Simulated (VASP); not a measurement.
# SnO2 in VASP: settings compared, part 2 of 2

VASP 6.6.1.

**5. Single point, revPBE+D3(BJ)**

This run uses another cell than the first one, of 12.38 Å³/atom.

File INCAR:

```
PREC = Accurate
ENCUT = 520
EDIFF = 1E-7
ISMEAR = -1
SIGMA = 0.05
LREAL = F
LASPH = T
NELM = 100
ALGO = Normal
ISIF = 2
LWAVE = F
LCHARG = T
GGA = RE
IVDW = 12
LELF = T
LVHAR = T
NBANDS = 35
```

File KPOINTS:

```
Automatic mesh
0
Gamma
  6 6 8
```

File POSCAR:

```
SnO2
1.0
    4.7921075286      0.0000000000      0.0000000000
    0.0000000000      4.7946167885      0.0000000000
    0.0000000000      0.0000000000      3.2316553259
Sn O
2 4
Direct
    0.0000000000      0.0000000000      0.0000000000
    0.5000000000      0.5000000000      0.5000000000
    0.6942115893      0.6937344280      0.0000000000
    0.1942115893      0.8062655720      0.5000000000
    0.8057884107      0.1937344280      0.5000000000
    0.3057884107      0.3062655720      0.0000000000
```

Launch:

```sh
$ cat potpaw_PBE.64/Sn_d/POTCAR potpaw_PBE.64/O/POTCAR > POTCAR
$ mpirun -np 1 vasp_std > vasp.out
```

Run time: 4.9 min. Hardware: 1 thread of Intel Xeon 8259CL, shared host; peak memory 0.3 GiB.

The run converged. Its results:

```yaml
Free_energy: -37.6951 eV
Pressure: 0.6 GPa
Largest_force: 0.016 eV/Å
Band_gap_on_the_k_mesh: 0.88 eV
Dispersion_energy_per_atom: -0.415 eV
```

Forces on the atoms (eV/Å):
```
Sn   0.000  0.000  0.000
Sn   0.000  0.000  0.000
O    0.011  0.011  0.000
O    0.011 -0.011  0.000
O   -0.011  0.011  0.000
O   -0.011 -0.011  0.000
```

Stress tensor (GPa, compression positive):
```
0.53 0.00 0.00
0.00 0.51 0.00
0.00 0.00 0.79
```

Levels at points of the mesh, in eV from the valence-band top:
| k point | band 24 | band 25 | band 26 | band 27 | band 28 | band 29 |
| --- | --- | --- | --- | --- | --- | --- |
| (0.00, 0.00, 0.00) | -0.75 | -0.74 | 0.00 | 0.88 | 5.90 | 6.21 |
| (0.50, 0.00, 0.00) | -1.20 | -0.60 | -0.60 | 4.10 | 4.10 | 6.97 |
| (0.00, 0.50, 0.00) | -1.20 | -0.60 | -0.60 | 4.10 | 4.10 | 6.98 |
| (0.50, 0.50, 0.00) | -1.33 | -0.86 | -0.86 | 4.50 | 4.50 | 7.35 |
| (0.00, 0.00, 0.50) | -1.55 | -1.20 | -1.20 | 5.81 | 5.81 | 9.60 |
| (0.50, 0.00, 0.50) | -1.03 | -0.72 | -0.72 | 6.09 | 6.09 | 7.85 |
| (0.00, 0.50, 0.50) | -1.03 | -0.72 | -0.72 | 6.08 | 6.08 | 7.85 |
| (0.50, 0.50, 0.50) | -0.91 | -0.79 | -0.79 | 4.54 | 4.54 | 8.86 |

Caveat: the PAW data sets were made with another functional, which shifts forces and pressure a little; spin-orbit coupling is left out, which moves the levels of the heavy elements.

**6. Relaxation of cell and atoms, LDA, target pressure 2 GPa, at which the enthalpy is minimised**

File INCAR:

```
ALGO     = Normal         # electronic algorithm
EDIFF    = 1E-6           # SCF threshold, eV
EDIFFG   = -0.01          # ionic threshold
ENCUT    = 600            # plane-wave cutoff, eV
IBRION   = 2              # ionic algorithm
ISIF     = 3              # what is computed and relaxed
ISMEAR   = -1             # smearing method
LASPH    = True           # aspherical terms in the spheres
LCHARG   = False          # write CHGCAR
LREAL    = False          # projectors in reciprocal space
LWAVE    = False          # write WAVECAR
NELM     = 60             # most SCF steps
NSW      = 60             # ionic steps
PREC     = Accurate       # precision mode
PSTRESS  = 20.0         
SIGMA    = 0.05           # smearing width, eV
```

File KPOINTS:

```
k-points
0
Gamma
  5 5 6
```

File POSCAR:

```
SnO2
1.0
    4.7880040000      0.0000000000      0.0000000000
    0.0000000000      4.8665820000      0.0000000000
    0.0000000000      0.0000000000      3.2408980000
Sn O
2 4
Direct
    0.0000000000      0.0000000000      0.0000000000
    0.5000000000      0.5000000000      0.5000000000
    0.7081450000      0.6789580000      0.0000000000
    0.2081450000      0.8210420000      0.5000000000
    0.7918550000      0.1789580000      0.5000000000
    0.2918550000      0.3210420000      0.0000000000
```

Potentials or basis: VASP PAW LDA potentials, release 64 (Sn_d, O).

Launch:

```sh
$ cat potpaw_LDA.64/Sn_d/POTCAR potpaw_LDA.64/O/POTCAR > POTCAR
$ mpirun -np 1 vasp_std > vasp.out
```

It took 24 min on 1 thread of Intel Xeon 8259CL, shared host; peak memory 0.25 GiB.

It converged, with:

```yaml
Free_energy: -42.2976 eV
Relaxed_volume: 11.78 Å³/atom
Relaxed_cell: a = 4.710 Å, b = 4.706 Å, c = 3.189 Å, α = 90.00°, β = 90.00°, γ = 90.00°
Space_group_after_relaxing_to_0.1_Å: P4_2/mnm (No. 136)
Energy_change_on_relaxing_the_run_minimises_the_enthalpy: -25.6 meV/atom
Ionic_steps: 19
Pressure_after_relaxing: 2.1 GPa
Largest_force_after_relaxing: 0.006 eV/Å
Band_gap_on_the_k_mesh: 1.26 eV
```

Forces in eV/Å, atoms in the order of the input:
```
Sn   0.000  0.000  0.000
Sn   0.000  0.000  0.000
O   -0.006 -0.003  0.000
O   -0.006  0.003  0.000
O    0.006 -0.003  0.000
O    0.006  0.003  0.000
```

Stress tensor (GPa, compression positive):
```
1.99 0.00 0.00
0.00 2.09 0.00
0.00 0.00 2.13
```

Step by step:
| step | energy change (eV) | largest force (eV/Å) | pressure (GPa) | volume (Å³) |
| --- | --- | --- | --- | --- |
| 1 | 0.0000 | 0.1516 | -10.58 | 75.52 |
| 2 | 0.3078 | 0.7154 | 24.66 | 65.22 |
| 3 | -0.1404 | 0.1891 | 1.58 | 70.93 |
| 4 | -0.1394 | 0.1952 | 1.90 | 70.84 |
| 5 | -0.1442 | 0.0528 | 2.04 | 70.57 |
| 6 | -0.1441 | 0.0609 | 2.06 | 70.55 |
| 7 | -0.1450 | 0.0451 | 1.95 | 70.58 |
| 8 | -0.1458 | 0.0429 | 1.82 | 70.62 |
| 9 | -0.1450 | 0.0477 | 2.19 | 70.52 |
| 10 | -0.1438 | 0.0566 | 2.59 | 70.41 |
| 11 | -0.1441 | 0.0554 | 2.57 | 70.42 |
| 12 | -0.1448 | 0.0513 | 2.55 | 70.43 |
| 13 | -0.1461 | 0.0436 | 2.51 | 70.46 |
| 14 | -0.1485 | 0.0310 | 2.42 | 70.52 |
| 15 | -0.1521 | 0.0178 | 2.19 | 70.63 |
| 16 | -0.1548 | 0.0669 | 1.49 | 70.86 |
| 17 | -0.1542 | 0.0364 | 1.87 | 70.74 |
| 18 | -0.1532 | 0.0121 | 2.21 | 70.66 |
| 19 | -0.1536 | 0.0064 | 2.07 | 70.69 |

Final structure:
```
Sn O
1.0
     4.70996    0.00000    0.00000
     0.00000    4.70589    0.00000
     0.00000    0.00000    3.18935
Sn O
2 4
Direct
  0.00000 0.00000 0.00000
  0.50000 0.50000 0.50000
  0.69442 0.69388 0.00000
  0.19442 0.80612 0.50000
  0.80558 0.19388 0.50000
  0.30558 0.30612 0.00000
```

Levels at points of the mesh, in eV from the valence-band top:
| k point | band 22 | band 23 | band 24 | band 25 | band 26 | band 27 | band 28 | band 29 | band 30 | band 31 |
| --- | --- | --- | --- | --- | --- | --- | --- | --- | --- | --- |
| (0.00, 0.00, 0.00) | -1.28 | -1.28 | -0.81 | -0.81 | 0.00 | 1.26 | 6.00 | 6.09 | 6.09 | 10.15 |
| (0.00, 0.00, 0.50) | -2.72 | -1.75 | -1.75 | -1.30 | -1.30 | 6.14 | 6.14 | 9.59 | 9.59 | 10.42 |

Caveat: the cell is relaxed towards a set pressure, so the run minimises the enthalpy, not the energy; spin-orbit coupling is left out, which moves the levels of the heavy elements.

**7. Overview**

| task | level | potentials or basis | cell | k mesh | cutoff (eV) | gap on the mesh (eV) | pressure (GPa) | relaxed volume (Å³/atom) | largest force (eV/Å) |
| --- | --- | --- | --- | --- | --- | --- | --- | --- | --- |
| single point | PBE | VASP PAW PBE potentials, release 64 (Sn_d, O) | a = 4.827, b = 4.828, c = 3.238 Å, 6 atoms, atomic positions A | 5 × 5 × 6 | 520 | 0.67 | 0.6 | - | 0.02 |
| relaxation of cell and atoms | PBE | VASP PAW PBE potentials, release 64 (Sn_d, O) | relaxed from a = 4.788, b = 4.867, c = 3.241 Å, 6 atoms, atomic positions B | 5 × 5 × 6 | 600 | 0.64 | 0.0 | 12.61 | 0.01 |
| relaxation of cell and atoms | PBEsol | VASP PAW PBE potentials, release 64 (Sn_d, O) | relaxed from a = 4.788, b = 4.867, c = 3.241 Å, 6 atoms, atomic positions B | 5 × 5 × 6 | 600 | 0.89 | 0.1 | 12.20 | 0.01 |
| single point | revPBE+D3(BJ) | VASP PAW PBE potentials, release 64 (Sn_d, O) | a = 4.792, b = 4.795, c = 3.232 Å, 6 atoms, atomic positions A | 6 × 6 × 8 | 520 | 0.88 | 0.6 | - | 0.02 |
| relaxation of cell and atoms | LDA | VASP PAW LDA potentials, release 64 (Sn_d, O) | relaxed to 2 GPa from a = 4.788, b = 4.867, c = 3.241 Å, 6 atoms, atomic positions B | 5 × 5 × 6 | 600 | 1.26 | 2.1 | - | 0.01 |

Alike in all rows: no spin polarisation; smearing fermi-dirac 0.05 eV.

Caveats: spin-orbit coupling is left out, which moves the levels of the heavy elements; the PAW data sets were made with another functional, which shifts forces and pressure a little (at least some runs); the cell is relaxed towards a set pressure, so the run minimises the enthalpy, not the energy (at least some runs).

Absolute energies hang on the potentials; compare differences alone.
